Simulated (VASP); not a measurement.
# Al9O in VASP: a series of runs

Runs on Al9O. Level: PBE. Tasks: single point.

Program: VASP 6.6.1. These are calculated values, not measurements. Logs are shortened: lines on timing, memory, paths and dates and some standing lists are left out, and cuts for length are marked.

## (1) The cell of the first run

The cell holds a slab with vacuum, 10 atoms: a = 2.854 Å, b = 9.808 Å, c = 20.290 Å, α = 90.00°, β = 90.00°, γ = 98.37°.

## (2) Single point, PBE

Input file INCAR:

```
PREC = Accurate
ENCUT = 520
EDIFF = 1E-7
ISMEAR = 0
SIGMA = 0.1
LREAL = False
LASPH = True
NELM = 100
ALGO = Normal
ISIF = 2
LWAVE = False
LCHARG = False
LDIPOL = True
IDIPOL = 3
DIPOL = 0.5 0.5 0.337
GGA = PE
NBANDS = 28
```

Input file KPOINTS:

```
Automatic mesh
0
Gamma
  9 3 1
```

Input file POSCAR:

```
Al9O
1.0
    2.8543223330      0.0000000000      0.0000000000
   -1.4271611665      9.7033329366      0.0000000000
    0.0000000000      0.0000000000     20.2902708969
Al O
9 1
Direct
    0.5324485604      0.0648971207      0.1971388169
    0.6709687938      0.3419375876      0.2462255645
    0.2986728405      0.5973456810      0.2560429140
    0.9263768872      0.8527537744      0.2658602636
    0.0639738222      0.1277383808      0.3154281718
    0.1995905480      0.4042696935      0.3707822583
    0.8288544886      0.6597110299      0.3785032288
    0.4526361687      0.9111292155      0.3874342692
    0.3465072989      0.1898524983      0.4520545234
    0.8425232094      0.1814597089      0.4970085024
```

Potentials or basis: VASP PAW PBE potentials, release 64 (Al, O).

The run is started by

```console
cat potpaw_PBE.64/Al/POTCAR potpaw_PBE.64/O/POTCAR > POTCAR
mpirun -np 1 vasp_std > vasp.out
```

OUTCAR:

```text
PREC = Accurate
   ENCUT = 520
   EDIFF = 1E-7
   ISMEAR = 0
   LREAL = False
   LASPH = True
   NELM = 100
   ISIF = 2
   GGA = PE

 ion  position               nearest neighbor table
   1  0.532  0.065  0.197-   5 2.86   5 2.86   2 2.87   4 2.87   4 2.87
   2  0.671  0.342  0.246-   1 2.87   3 2.87   3 2.87   5 2.89   5 2.89   6 2.96   6 2.97
   3  0.299  0.597  0.256-   2 2.87   2 2.87   4 2.87   4 2.87   7 2.93   7 2.93   6 2.99
   4  0.926  0.853  0.266-   5 2.85   3 2.87   3 2.87   1 2.87   1 2.87   8 2.90   8 2.91   7 2.96

   5  0.064  0.128  0.315-   4 2.85   1 2.86   1 2.86   2 2.89   2 2.89   6 2.91   9 2.93   8 2.93
                             8 2.93
   6  0.200  0.404  0.371-   9 2.75   7 2.86   7 2.87   5 2.91   2 2.96   2 2.97   3 2.99
   7  0.829  0.660  0.379-   8 2.83   8 2.83   6 2.86   6 2.87   3 2.93   3 2.93   4 2.96
   8  0.453  0.911  0.387-   7 2.83   7 2.83   4 2.90   4 2.91   5 2.93   5 2.93   9 3.09
   9  0.347  0.190  0.452-  10 1.70  10 1.70   6 2.75   5 2.93   8 3.09
  10  0.843  0.181  0.497-   9 1.70   9 1.70

  LATTYP: Found a base centered orthorhombic cell.
 ALAT       =     2.8543223330
 B/A-ratio  =     6.7990449603
 C/A-ratio  =     7.1086123183

  Lattice vectors:

 A1 = (   1.4271611665,  -9.7033329366,   0.0000000000)
 A2 = (   1.4271611665,   9.7033329366,   0.0000000000)
 A3 = (   0.0000000000,   0.0000000000,  20.2902708969)

Analysis of symmetry for initial positions (statically):
=====================================================================
 Subroutine PRICEL returns:
 Original cell was already a primitive cell.

 Routine SETGRP: Setting up the symmetry group for a
 base centered orthorhombic supercell.

 Subroutine GETGRP returns: Found  1 space group operations
 (whereof  1 operations were pure point group operations)
 out of a pool of  8 trial point group operations.

The static configuration has the point symmetry C_1 .

Analysis of symmetry for dynamics (positions and initial velocities):
=====================================================================
 Subroutine PRICEL returns:
 Original cell was already a primitive cell.

 Routine SETGRP: Setting up the symmetry group for a
 base centered orthorhombic supercell.

 Subroutine GETGRP returns: Found  1 space group operations
 (whereof  1 operations were pure point group operations)
 out of a pool of  8 trial point group operations.

The dynamic configuration has the point symmetry C_1 .

 Subroutine INISYM returns: Found  1 space group operations
 (whereof  1 operations are pure point group operations),
 and found     1 'primitive' translations

----------------------------------------------------------------------------------------

                                     Primitive cell

  volume of cell :     561.9683

  direct lattice vectors                    reciprocal lattice vectors
     2.854322333  0.000000000  0.000000000     0.350345856  0.051528686  0.000000000
    -1.427161166  9.703332937  0.000000000     0.000000000  0.103057373  0.000000000
     0.000000000  0.000000000 20.290270897     0.000000000  0.000000000  0.049284704

  length of vectors
     2.854322333  9.807724460 20.290270897     0.354114987  0.103057373  0.049284704

  position of ions in fractional coordinates (direct lattice)
     0.532448560  0.064897121  0.197138817
     0.670968794  0.341937588  0.246225565
     0.298672840  0.597345681  0.256042914
     0.926376887  0.852753774  0.265860264
     0.063973822  0.127738381  0.315428172
     0.199590548  0.404269693  0.370782258
     0.828854489  0.659711030  0.378503229
     0.452636169  0.911129215  0.387434269
     0.346507299  0.189852498  0.452054523
     0.842523209  0.181459709  0.497008502

  ion indices of the primitive-cell ions
   primitive index   ion index
                 1           1
                 2           2
                 3           3
                 4           4
                 5           5
                 6           6
                 7           7
                 8           8
                 9           9
                10          10

----------------------------------------------------------------------------------------

 KPOINTS: Automatic mesh

Automatic generation of k-mesh.
 Grid dimensions read from file:
 generate k-points for:    9    3    1

 Generating k-lattice:

  Cartesian coordinates                     Fractional coordinates (reciprocal lattice)
     0.038927317  0.005725410  0.000000000     0.111111111 -0.000000000  0.000000000
     0.000000000  0.034352458  0.000000000     0.000000000  0.333333333  0.000000000
     0.000000000  0.000000000  0.049284704     0.000000000  0.000000000  1.000000000

  Length of vectors
     0.039346110  0.034352458  0.049284704

  Shift w.r.t. Gamma in fractional coordinates (k-lattice)
     0.000000000  0.000000000  0.000000000

 -----------------------------------------------------------------------------
|                                                                             |
|           W    W    AA    RRRRR   N    N  II  N    N   GGGG   !!!           |
|           W    W   A  A   R    R  NN   N  II  NN   N  G    G  !!!           |
|           W    W  A    A  R    R  N N  N  II  N N  N  G       !!!           |
|           W WW W  AAAAAA  RRRRR   N  N N  II  N  N N  G  GGG   !            |
|           WW  WW  A    A  R   R   N   NN  II  N   NN  G    G                |
|           W    W  A    A  R    R  N    N  II  N    N   GGGG   !!!           |
|                                                                             |
|     Your reciprocal lattice and k-lattice belong to different lattice       |
|     classes:                                                                |
|                                                                             |
|        The reciprocal lattice is base centered orthorhombic,                |
|        whereas your k-lattice is simple monoclinic.                         |
|                                                                             |
|     Results are often still useful ...                                      |
|                                                                             |
 -----------------------------------------------------------------------------

 WARNING: IBZKPT: internal override: KBLOWUP is changed to .FALSE.
      ... skipping the blow-up phase ...

 Subroutine IBZKPT returns following result:
 ===========================================

 Found     14 irreducible k-points:

 Following reciprocal coordinates:
            Coordinates               Weight
  0.000000  0.000000  0.000000      1.000000
  0.111111 -0.000000  0.000000      2.000000
  0.222222 -0.000000  0.000000      2.000000
  0.333333 -0.000000  0.000000      2.000000
  0.444444 -0.000000  0.000000      2.000000
  0.000000  0.333333  0.000000      2.000000
  0.111111  0.333333  0.000000      2.000000
  0.222222  0.333333  0.000000      2.000000
  0.333333  0.333333  0.000000      2.000000
  0.444444  0.333333  0.000000      2.000000
 -0.444444  0.333333  0.000000      2.000000
 -0.333333  0.333333  0.000000      2.000000
 -0.222222  0.333333  0.000000      2.000000
 -0.111111  0.333333  0.000000      2.000000
   k-points           NKPTS =     14   k-points in BZ     NKDIM =     14   number of bands    NBANDS=     28
   number of dos      NEDOS =    301   number of ions     NIONS =     10
   total plane-waves  NPLWV = 307200
   dimension x,y,z NGX =    24 NGY =   80 NGZ =  160
   dimension x,y,z NGXF=    48 NGYF=  160 NGZF=  320
   ions per type =               9   1
   NGX,Y,Z   is equivalent  to a cutoff of  13.98, 13.56, 13.11 a.u.
   NGXF,Y,Z  is equivalent  to a cutoff of  27.96, 27.12, 26.22 a.u.
 SYSTEM =  unknown system
   PREC   = accura    normal or accurate (medium, high low for compatibility)
   ISTART =      0    job   : 0-new  1-cont  2-samecut
   ICHARG =      2    charge: 1-file 2-atom 10-const
   ISPIN  =      1    spin polarized calculation?
   LNONCOLLINEAR =      F non collinear calculations
   LSORBIT =      F    spin-orbit coupling
   LASPH  =      T    aspherical Exc in radial PAW
   ENCUT  =  520.0 eV  38.22 Ry    6.18 a.u.   5.31 18.24 37.73*2*pi/ulx,y,z
   NELM   =    100;   NELMIN=  2; NELMDL= -5     # of ELM steps
   EDIFF  = 0.1E-06   stopping-criterion for ELM
   LREAL  =      F    real-space projection
   EDIFFG = 0.1E-05   stopping-criterion for IOM
   NSW    =      0    number of steps for IOM
   IBRION =     -1    ionic relax: 0-MD 1-quasi-New 2-CG
   NFREE  =      0    steps in history (QN), initial steepest desc. (CG)
   ISIF   =      2    stress and relaxation
   ISYM   =      2    0-nonsym 1-usesym 2-fastsym
   POTIM  = 0.5000    time-step for ionic-motion
   TEBEG  =    0.0;   TEEND  =   0.0 temperature during run
   PSTRESS=    0.0 pullay stress
   NELECT =      33.0000    total number of electrons
   NUPDOWN=      -1.0000    fix difference up-down
   EMIN   =  10.00;   EMAX   =-10.00  energy-range for DOS
   EFERMI =   0.00;   METHOD = LEGACY
   ISMEAR =     0;   SIGMA  =   0.10  broadening in eV -4-tet -1-fermi 0-gaus
   EFERMI_NEDOS =   21; number of points for ismear=-14 and -15
   IALGO  =     38    algorithm
   IMIX   =      4    mixing-type and parameters
     AMIX     =   0.40;   BMIX     =  1.00
     AMIX_MAG =   1.60;   BMIX_MAG =  1.00
  volume/ion in A,a.u.               =      56.20       379.23
  Fermi-wavevector in a.u.,A,eV,Ry     =   0.636320  1.202470  5.509041  0.404903
  Thomas-Fermi vector in A             =   1.700950
   LORBIT       =      0    0 simple, 1 ext, 2 COOP (PROOUT), +10 PAW based schemes
   GGA     = PE    functional components
   LHFCALC =     F    Hartree Fock is set to
   AEXX    =    0.0000 exact exchange contribution
   IVDW    =     0    specifies the selected vdW correction
   LEPSILON=     F    determine dielectric tensor
   LRPA    =     F    only Hartree local field effects (RPA)
 non-spin polarized calculation
 Gauss-broadening in eV      SIGMA  =   0.10
  energy-cutoff  :      520.00
  volume of cell :      561.97
 maximum number of plane-waves:     15174
 NGX is ok and might be reduce to    24
   NGX = 11   NGY = 37   NGZ = 75

 number of electron      33.0000000 magnetization

 dipolmoment           0.000000      0.000000      0.203712 electrons x Angstroem

 Free energy of the ion-electron system (eV)
  ---------------------------------------------------
  ext. energy  EPLUGINS =         0.00000000
  ---------------------------------------------------
  free energy    TOTEN  =       -39.47423219 eV

  energy without entropy =      -39.44848002  energy(sigma->0) =      -39.46135611

 E-fermi :  -1.1912     XC(G=0):  -3.8022

 val. band max:       -1.2557828227   @ k =   0.2222   0.3333   0.0000
 cond. band min:      -1.1611350819   @ k =   0.2222   0.3333   0.0000
 fundamental gap:      0.0946477408
 Fermi energy:        -1.1912481646

 k-point     1 :       0.0000    0.0000    0.0000
  band No.  band energies     occupation
      1     -19.9973      2.00000
      2     -11.1131      2.00000
      3      -9.6277      2.00000
      4      -9.5097      2.00000
      5      -8.5312      2.00000
      6      -7.1070      2.00000
[... 20 lines left out ...]
     27       3.5214      0.00000
     28       3.7040      0.00000

 k-point     2 :       0.1111   -0.0000    0.0000
  band No.  band energies     occupation
      1     -19.9347      2.00000
      2     -10.8864      2.00000
      3      -9.5181      2.00000
      4      -9.1713      2.00000
      5      -8.3169      2.00000
      6      -6.9808      2.00000
[... 364 lines left out ...]
 k-point    14 :      -0.1111    0.3333    0.0000
  band No.  band energies     occupation
      1     -19.9347      2.00000
      2     -10.7793      2.00000
      3     -10.0606      2.00000
      4      -8.5109      2.00000
      5      -8.1388      2.00000
      6      -7.4485      2.00000
[... 20 lines left out ...]
     27       3.3605      0.00000
     28       3.6028      0.00000

------------------------ aborting loop because EDIFF is reached ----------------------------------------

 vacuum level on the upper side and lower side of the slab       (xc-potential included)         0.607        -0.700

  FORCE on cell =-STRESS in cart. coord.  units (eV):
  Direction    XX          YY          ZZ          XY          YZ          ZX
  --------------------------------------------------------------------------------------
  -------------------------------------------------------------------------------------
  Total       -3.4676413     -5.3318328     -0.3079952      0.6535585     -0.6723132     -0.4056847
  in kB       -9.8862811    -15.2011103     -0.8780975      1.8633021     -1.9167720     -1.1566113
  external PRESSURE =      -8.6551629 kB  Pullay stress =       0.0000000 kB

 VOLUME and BASIS-vectors are now :
 -----------------------------------------------------------------------------
  energy-cutoff  :      520.00
  volume of cell :      561.97
      direct lattice vectors                 reciprocal lattice vectors
     2.854322333  0.000000000  0.000000000     0.350345856  0.051528686  0.000000000
    -1.427161166  9.703332937  0.000000000     0.000000000  0.103057373  0.000000000
     0.000000000  0.000000000 20.290270897     0.000000000  0.000000000  0.049284704

 POSITION                                       TOTAL-FORCE (eV/Angst)
 -----------------------------------------------------------------------------------
      1.42716      0.62972      4.00000        -0.024976      0.176060     -0.021772
      1.42716      3.31793      4.99598         0.055321      0.125073      0.021440
     -0.00000      5.79624      5.19518         0.008302     -0.145326      0.039019
      1.42716      8.27455      5.39438        -0.029908     -0.225039     -0.123168
      0.00030      1.23949      6.40012         0.120024      0.156231      0.427841
     -0.00726      3.92276      7.52327        -0.024521      0.231605     -0.305313
      1.42430      6.40140      7.67993         0.006344     -0.115325      0.046124
     -0.00836      8.84099      7.86115        -0.011653     -0.074321     -0.080287
      0.71809      1.84220      9.17231         0.007753      0.005001     -0.032552
      2.14586      1.76076     10.08444        -0.106686     -0.133959      0.028669
 -----------------------------------------------------------------------------------
    total drift:                               -0.000206      0.000012     -0.000296

  FREE ENERGIE OF THE ION-ELECTRON SYSTEM (eV)
  ---------------------------------------------------
  free  energy   TOTEN  =       -39.4742321905 eV

  energy  without entropy=      -39.4484800223  energy(sigma->0) =      -39.46135611

 vacuum level on the upper side and lower side of the slab         4.228         2.888
```

Wall time 3.8 min (1 thread of Intel Xeon 6975P-C (Granite Rapids), shared host); peak memory 0.69 GiB.

Results:

```yaml
Free_energy: -39.4742 eV
Largest_force: 0.471 eV/Å
Band_gap_on_the_k_mesh: zero (an odd number of electrons rules out a gap without spin polarisation)
```

Forces on the atoms (eV/Å):
```
Al  -0.025  0.176 -0.022
Al   0.055  0.125  0.021
Al   0.008 -0.145  0.039
Al  -0.030 -0.225 -0.123
Al   0.120  0.156  0.428
Al  -0.025  0.232 -0.305
Al   0.006 -0.115  0.046
Al  -0.012 -0.074 -0.080
Al   0.008  0.005 -0.033
O   -0.107 -0.134  0.029
```

Caveat: an odd number of electrons without spin polarisation forces a metal; a magnetic or distorted state may lie lower.

## (3) Single point, PBE

Input file INCAR:

```
  PREC = Accurate
  ENCUT = 520
  EDIFF = 1E-6
  ISMEAR = 0
  SIGMA = 0.1
  LREAL = F
  LASPH = T
  NELM = 100
  ALGO = Normal
  ISIF = 2
  LWAVE = F
  LCHARG = F
  LDIPOL = T
  IDIPOL = 3
  DIPOL = 0.5 0.5 0.343
  GGA = PE
  NBANDS = 28
```

KPOINTS is that of step 2.

POSCAR, as its differences from that of step 2:

```diff
@@ -16,3 +16,3 @@
     0.4526361687      0.9111292155      0.3874342692
-    0.3465072989      0.1898524983      0.4520545234
-    0.8425232094      0.1814597089      0.4970085024
+    1.0983622017     -0.0539788560      0.5351113456
+    0.5925232094      0.9314597089      0.4781810159
```

Potentials or basis: VASP PAW PBE potentials, release 64 (Al, O).

The run is started by

```console
cat potpaw_PBE.64/Al/POTCAR potpaw_PBE.64/O/POTCAR > POTCAR
mpirun -np 1 vasp_std > vasp.out
```

It took 3.7 min on 1 thread of Intel Xeon 6975P-C (Granite Rapids), shared host; peak memory 0.68 GiB.

The run converged. Its results:

- Free energy: -38.9233 eV
- Largest force: 0.580 eV/Å
- Band gap on the k mesh: zero (an odd number of electrons rules out a gap without spin polarisation)

Forces on the atoms (eV/Å):
```
Al  -0.013  0.055  0.003
Al  -0.010  0.162 -0.031
Al  -0.002 -0.161  0.033
Al  -0.036 -0.204 -0.204
Al   0.026 -0.042  0.578
Al  -0.002  0.126 -0.160
Al   0.038 -0.336 -0.174
Al   0.433  0.173 -0.036
Al  -0.003  0.001  0.008
O   -0.430  0.224 -0.018
```

Levels at points of the mesh, in eV from the Fermi level:
| k point | band 15 | band 16 | band 17 | band 18 | band 19 | band 20 |
| --- | --- | --- | --- | --- | --- | --- |
| (0.00, 0.00, 0.00) | -1.79 | -1.48 | -0.35 | 0.37 | 1.24 | 1.42 |

Caveat: an odd number of electrons without spin polarisation forces a metal; a magnetic or distorted state may lie lower.
